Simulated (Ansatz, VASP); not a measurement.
# I: VASP beside Ansatz

Contents of INCAR:

```
ALGO = Normal
EDIFF = 1E-6
ENCUT = 520
GGA = PE
ISIF = 2
ISMEAR = -1
LASPH = T
LCHARG = F
LREAL = F
LWAVE = F
NBANDS = 10
NELM = 60
PREC = Accurate
SIGMA = 0.05
```

KPOINTS

```
k-points
0
Gamma
  14 14 14
```

The input POSCAR:

```
I
1.0
    0.0000000000      2.1659951006      2.1659951006
    2.1659951006      0.0000000000      2.1659951006
    2.1659951006      2.1659951006      0.0000000000
I
1
Direct
    0.0000000000      0.0000000000      0.0000000000
```

Input for Ansatz:

```yaml
crystal:
  lattice:
    - [0.0, 2.1659951006, 2.1659951006]
    - [2.1659951006, 0.0, 2.1659951006]
    - [2.1659951006, 2.1659951006, 0.0]
  atoms:
    - { symbol: I, position: [0.0, 0.0, 0.0] }
kpoints:
  mp_grid: { grid: [14, 14, 14] }
scf:
  occupations: { method: fermi_dirac, width: 0.05 }
hamiltonian:
  xc: pbe
  pseudopotentials: { kind: all_electron, lapw: { basis_error: 0.001 } }
output:
  forces: true
  stress: true
  eigenvalues: true
  populations: true
```

Change from the starting cell: volume scaled by 0.58, LAPW.

Alike in both runs: task single point; functional PBE; k mesh 14 × 14 × 14; occupations fermi-dirac, width 0.05 eV; no spin polarisation.

|  | VASP | Ansatz |
| --- | --- | --- |
| version | VASP 6.6.1 | Ansatz 0.2.0 |
| potentials or method | VASP PAW PBE potentials, release 64 (I), cutoff 520 eV | all-electron LAPW, scalar-relativistic |

Ansatz gave:

```
pressure (GPa) : 53.0
```

Question: Which values does VASP return?

Answer: Pressure (GPa): 52.7.

Both programs put the cell under a high pressure, so it lies far from rest at this level. Ansatz ran all-electron here, and VASP with PAW potentials.

Spin-orbit coupling is off throughout.
